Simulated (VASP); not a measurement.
Here is a VASP 6.6.1 calculation.

The input INCAR:

```
SYSTEM = Cs
PREC     = Accurate       ! precision mode
ENCUT    = 520            ! plane-wave cutoff, eV
EDIFF    = 1E-7           ! SCF threshold, eV
ISMEAR   = -1             ! smearing method
SIGMA    = 0.1            ! smearing width, eV
LREAL    = .False.        ! projectors in reciprocal space
LASPH    = .True.         ! aspherical terms in the spheres
NELM     = 60             ! most SCF steps
ALGO     = Normal         ! electronic algorithm
ISIF     = 2              ! what is computed and relaxed
LWAVE    = .False.        ! write WAVECAR
LCHARG   = .True.         ! write CHGCAR
LDIPOL   = .True.       
IDIPOL   = 3            
DIPOL    = 0.5 0.5 0.500
GGA      = PS             ! functional
LELF     = .True.         ! ELF
LVHAR    = .True.       
LVACPOTAV= .True.       
NBANDS   = 30             ! bands
```

KPOINTS

```
Automatic mesh
0
Gamma
  6 6 1
  0 0 0
```

Contents of POSCAR:

```
Cs
1.0
    8.5489140040      0.0000000000      0.0000000000
   -4.2744570020      7.4035767022      0.0000000000
    0.0000000000      0.0000000000     26.9802000000
Cs
5
Direct
    0.8333333333      0.1666666667      0.3771010481
    0.1666666667      0.8333333333      0.4349261186
    0.5000000000      0.5000000000      0.5000000080
    0.8333333333      0.1666666667      0.5650738268
    0.1666666667      0.8333333333      0.6228989984
```

Potentials or basis: VASP PAW PBE potentials, release 64 (Cs_sv).

The run is started by

```bash
$ cat potpaw_PBE.64/Cs_sv/POTCAR > POTCAR
$ mpirun -np 1 vasp_std > vasp.out
```

What does it give for the largest force?

0.003 eV/Å.

Estimate the band gap on the k mesh.

zero (an odd number of electrons rules out a gap without spin polarisation).

Forces on the atoms (eV/Å):
```
Cs   0.000  0.000 -0.001
Cs   0.000  0.000 -0.003
Cs   0.000  0.000  0.000
Cs   0.000  0.000  0.003
Cs   0.000  0.000  0.001
```

Caveat: the PAW data sets were made with another functional, which shifts forces and pressure a little; spin-orbit coupling is left out, which moves the levels of the heavy elements.
